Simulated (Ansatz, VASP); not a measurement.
One calculation of TiC, two programs

```
CELL_PARAMETERS angstrom
0.00000 2.16391 2.16391
2.16391 0.00000 2.16391
2.16391 2.16391 0.00000
ATOMIC_POSITIONS crystal
Ti 0.00000 0.00000 0.00000
C 0.50000 0.50000 0.50000
```

Alike in both runs: functional r2SCAN; k mesh 16 × 16 × 16; occupations gaussian, width 0.1 eV; no spin polarisation.

Ansatz relaxed the structure, and its values are those at the end. VASP's run is a single point on that final structure, the one shown.

|  | VASP | Ansatz |
| --- | --- | --- |
| version | VASP 6.6.1 | Ansatz 0.2.0 |
| potentials or method | VASP PAW PBE potentials, release 64 (Ti_sv, C), cutoff 520 eV | scalar-relativistic, plane waves, PAW |
| valence electrons in the cell | 16 | 16 |

|  | VASP | Ansatz | Ansatz less VASP |
| --- | --- | --- | --- |
| gap on the k mesh at the Fermi level (eV) | none | none | - |
| pressure (GPa) | 0.9 | 0.0 | -0.95 |

VASP's potentials were made for PBE, not for r2SCAN. A gap of «none» marks a metal or a gap that the smearing closes.
